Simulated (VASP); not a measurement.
Write the native input for VASP 6.6.1 that does the following.

- Task: single point
- Functional: PBE
- Potentials or basis: VASP PAW PBE potentials, release 64 (Mg, O)
- Cutoff: 520 eV
- k mesh: 6 × 6 × 6
- Occupations: gaussian, width 0.01 eV
- Spin: no spin polarisation
- Dipole correction: no
- Further INCAR settings: ALGO = Normal; EDIFF = 1e-07; NBANDS = 11

The structure of MgO (Periclase) lies in POSCAR:

```
MgO
1.0
    0.0000000000      2.1021680262      2.1021680262
    2.1021680262      0.0000000000      2.1021680262
    2.1021680262      2.1021680262      0.0000000000
Mg O
1 1
Direct
    0.0000000000      0.0000000000      0.0000000000
    0.5000000000      0.5000000000      0.5000000000
```

One way to write it, as run:

INCAR

```
SYSTEM = MgO
PREC     = Accurate       ! precision mode
ENCUT    = 520            ! plane-wave cutoff, eV
EDIFF    = 1E-7           ! SCF threshold, eV
ISMEAR   = 0              ! smearing method
SIGMA    = 0.01           ! smearing width, eV
LREAL    = .False.        ! projectors in reciprocal space
LASPH    = .True.         ! aspherical terms in the spheres
NELM     = 80             ! most SCF steps
ALGO     = Normal         ! electronic algorithm
ISIF     = 2              ! what is computed and relaxed
LWAVE    = .False.        ! write WAVECAR
LCHARG   = .False.        ! write CHGCAR
GGA      = PE             ! functional
NBANDS   = 11             ! bands
```

KPOINTS

```
Automatic mesh
0
Gamma
  6 6 6
  0 0 0
```

Potentials or basis: VASP PAW PBE potentials, release 64 (Mg, O).

Run with:

```sh
$ cat potpaw_PBE.64/Mg/POTCAR potpaw_PBE.64/O/POTCAR > POTCAR
$ mpirun -np 1 vasp_std > vasp.out
```

It gave:

```json
{
 "Pressure": "4.9 GPa",
 "Band gap on the k mesh": "4.78 eV, direct"
}
```

Caveat: the k points lie up to 0.43 Å⁻¹ apart.

Wall time 8.5 s on 1 thread of Intel Xeon 6975P-C, on a shared host, peak memory 0.14 GiB.
